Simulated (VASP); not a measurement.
Set up this calculation in VASP 6.6.1, as the native input.

```yaml
Task: single point
Functional: r2SCAN
Dispersion: rVV10
Potentials_or_basis: VASP PAW PBE potentials, release 64 (Zr_sv, S)
Cutoff: 520 eV
k_mesh: 9 × 9 × 9
Occupations: fermi-dirac, width 0.05 eV
Spin: no spin polarisation
Hubbard_terms: Zr d U = 4.5 eV
Dipole_correction: no
Further_INCAR_settings: ALGO = Normal; EDIFF = 1e-06; NBANDS = 16
```

ZrS:

```xyz
2
Lattice="0.0000 2.5895 2.5895 2.5895 0.0000 2.5895 2.5895 2.5895 0.0000" Properties=species:S:1:pos:R:3 pbc="T T T"
Zr    0.0000    0.0000    0.0000
S     2.5895    2.5895    2.5895
```

These files were run (other wordings do the same):

POSCAR

```
ZrS
1.0
    0.0000000000      2.5895226780      2.5895226780
    2.5895226780      0.0000000000      2.5895226780
    2.5895226780      2.5895226780      0.0000000000
Zr S
1 1
Direct
    0.0000000000      0.0000000000      0.0000000000
    0.5000000000      0.5000000000      0.5000000000
```

INCAR.step1

```
SYSTEM = ZrS
PREC     = Accurate       ! precision mode
ENCUT    = 520            ! plane-wave cutoff, eV
ISMEAR   = -1             ! smearing method
SIGMA    = 0.05           ! smearing width, eV
LREAL    = .False.        ! projectors in reciprocal space
LASPH    = .True.         ! aspherical terms in the spheres
NELM     = 150            ! most SCF steps
LMAXMIX  = 4              ! l up to which the mixer works
LDAU     = .True.         ! DFT+U
LDAUTYPE = 2            
LDAUL    = 2 -1           ! shell
LDAUU    = 4.5 0          ! U, eV
LDAUJ    = 0 0          
NBANDS   = 16             ! bands
GGA      = PE             ! functional
ALGO     = Normal         ! electronic algorithm
EDIFF    = 1E-4           ! SCF threshold, eV
LWAVE    = .True.         ! write WAVECAR
LCHARG   = .False.        ! write CHGCAR
```

INCAR.step2

```
SYSTEM = ZrS
PREC     = Accurate       ! precision mode
ENCUT    = 520            ! plane-wave cutoff, eV
EDIFF    = 1E-6           ! SCF threshold, eV
ISMEAR   = -1             ! smearing method
SIGMA    = 0.05           ! smearing width, eV
LREAL    = .False.        ! projectors in reciprocal space
LASPH    = .True.         ! aspherical terms in the spheres
NELM     = 150            ! most SCF steps
ALGO     = Normal         ! electronic algorithm
ISIF     = 2              ! what is computed and relaxed
LWAVE    = .False.        ! write WAVECAR
LCHARG   = .False.        ! write CHGCAR
LMAXMIX  = 4              ! l up to which the mixer works
LDAU     = .True.         ! DFT+U
LDAUTYPE = 2            
LDAUL    = 2 -1           ! shell
LDAUU    = 4.5 0          ! U, eV
LDAUJ    = 0 0          
LDAUPRINT= 1            
METAGGA  = R2SCAN         ! meta-GGA
LMIXTAU  = .True.       
LUSE_VDW = .True.       
IVDW_NL  = 2            
BPARAM   = 11.95        
CPARAM   = 0.0093       
NBANDS   = 16             ! bands
ISTART   = 1
```

KPOINTS

```
Automatic mesh
0
Gamma
  9 9 9
  0 0 0
```

Potentials or basis: VASP PAW PBE potentials, release 64 (Zr_sv, S).

Command:

```bash
$ cat potpaw_PBE.64/Zr_sv/POTCAR potpaw_PBE.64/S/POTCAR > POTCAR
$ cp INCAR.step1 INCAR
$ mpirun -np 1 vasp_std > vasp.out
$ cp INCAR.step2 INCAR
$ mpirun -np 1 vasp_std > vasp.out
```

It gave:

* Pressure: 10.5 GPa
* Band gap on the k mesh: zero (bands 9 and 10 overlap by 2.48 eV)

Caveat: the cell stands under pressure; the PAW data sets were made with another functional, which shifts forces and pressure a little; U without spin polarisation on a metal has little footing.

Wall time 3.5 min on 1 thread of Intel Xeon 8259CL (shared host), peak memory 0.27 GiB.
